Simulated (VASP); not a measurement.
Input of a VASP 6.6.1 run:

File INCAR:

```
PREC     = Accurate       # precision mode
ENCUT    = 520            # plane-wave cutoff, eV
EDIFF    = 1E-6           # SCF threshold, eV
ISMEAR   = 0              # smearing method
SIGMA    = 0.03           # smearing width, eV
LREAL    = F              # projectors in reciprocal space
LASPH    = T              # aspherical terms in the spheres
NELM     = 80             # most SCF steps
ALGO     = Normal         # electronic algorithm
ISIF     = 2              # what is computed and relaxed
LWAVE    = F              # write WAVECAR
LCHARG   = F              # write CHGCAR
GGA      = PS             # functional
IVDW     = 12             # dispersion correction
NBANDS   = 11             # bands
```

Contents of KPOINTS:

```
regular mesh
0
Gamma
  16 16 16
```

POSCAR

```
C
1.0
    0.0000000000      2.1467349466      3.3536616560
    1.2402383360      0.0000000000      3.3536616560
    1.2402383360      2.1467349466      0.0000000000
C
2
Direct
    0.1549584640      0.8450415360      0.1549584640
    0.8450415360      0.1549584640      0.8450415360
```

Potentials or basis: VASP PAW PBE potentials, release 64 (C).

Command:

```sh
$ cat potpaw_PBE.64/C/POTCAR > POTCAR
$ mpirun -np 1 vasp_std > vasp.out
```

**Question.** Predict the dispersion energy per atom.

**Answer.** -0.110 eV.

**Question.** Predict the largest force.

**Answer.** 5.824 eV/Å.

**Question.** Predict the band gap on the k mesh.

**Answer.** Zero (bands 4 and 5 overlap by 0.40 eV).

**Question.** Estimate the pressure.

**Answer.** -1.9 GPa.

Forces on the atoms (eV/Å):
```
C    0.000  5.824  0.000
C    0.000 -5.824  0.000
```

Caveat: the cell differs from its parent crystal (atoms shifted along a free coordinate); the PAW data sets were made with another functional, which shifts forces and pressure a little.
